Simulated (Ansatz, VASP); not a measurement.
# Two plane-wave programs on C

The input INCAR:

```
SYSTEM = C
ALGO = Normal
EDIFF = 1E-6
ENCUT = 520
GGA = CA
ISIF = 2
ISMEAR = 0
LASPH = .TRUE.
LCHARG = .FALSE.
LREAL = .FALSE.
LWAVE = .FALSE.
NBANDS = 26
NELM = 80
PREC = Accurate
SIGMA = 0.05
```

File KPOINTS:

```
k-points
0
G
  8 8 8
  0 0 0
```

File POSCAR:

```
C
1.0
   -2.3380863495      2.3380863495      2.4103982985
    2.3380863495     -2.3380863495      2.4103982985
    2.3380863495      2.3380863495     -2.4103982985
C
8
Direct
    0.3254710859      0.0000000000      0.0000000000
    0.6745289141      0.6745289141      0.6745289141
    0.0000000000      0.3254710859      0.0000000000
    0.0000000000      0.0000000000      0.3254710859
    0.0000000000      0.6745289141      0.0000000000
    0.3254710859      0.3254710859      0.3254710859
    0.6745289141      0.0000000000      0.0000000000
    0.0000000000      0.0000000000      0.6745289141
```

Input for Ansatz:

```yaml
crystal:
  lattice:
    - [-2.3380863495, 2.3380863495, 2.4103982985]
    - [2.3380863495, -2.3380863495, 2.4103982985]
    - [2.3380863495, 2.3380863495, -2.4103982985]
  atoms:
    - { symbol: C, position: [0.3254710859, 0.0, 0.0] }
    - { symbol: C, position: [0.6745289141, 0.6745289141, 0.6745289141] }
    - { symbol: C, position: [0.0, 0.3254710859, 0.0] }
    - { symbol: C, position: [0.0, 0.0, 0.3254710859] }
    - { symbol: C, position: [0.0, 0.6745289141, 0.0] }
    - { symbol: C, position: [0.3254710859, 0.3254710859, 0.3254710859] }
    - { symbol: C, position: [0.6745289141, 0.0, 0.0] }
    - { symbol: C, position: [0.0, 0.0, 0.6745289141] }
basis:
  ecutwfc: 420
kpoints:
  mp_grid: { grid: [8, 8, 8] }
hamiltonian:
  xc: lda
scf:
  occupations: { method: gaussian, width: 0.05 }
output:
  forces: true
  stress: true
  eigenvalues: true
```

Change from the starting cell: strain -0.030 along x and y, +0.000 along z, atoms carried along.

Alike in both runs: task single point; functional LDA; k mesh 8 × 8 × 8; occupations gaussian, width 0.05 eV; no spin polarisation.

```csv
,VASP,Ansatz
version,VASP 6.6.1,Ansatz 0.2.0
potentials or method,"VASP PAW LDA potentials, release 64 (C), cutoff 520 eV","scalar-relativistic, plane waves, PAW"
valence electrons in the cell,32,32
```

Ansatz gave:

```
gap on the k mesh at the Fermi level (eV)                     : 2.65
least direct gap on the mesh (eV)                             : 3.43
pressure (GPa)                                                : 23.6
traceless stress, the component that is largest in VASP (GPa) : -13.70
rms of the force components (eV/Å)                            : 0.474
```

Estimate VASP's values.

gap on the k mesh at the Fermi level (eV): 2.64; least direct gap on the mesh (eV): 3.43; pressure (GPa): 24.9; traceless stress, the component that is largest in VASP (GPa): -13.82; rms of the force components (eV/Å): 0.499.

LDA's correlation is that of Perdew and Zunger in VASP and of Perdew and Wang (1992) in Ansatz. Atom by atom the forces differ by 0.040 eV/Å (rms over components).
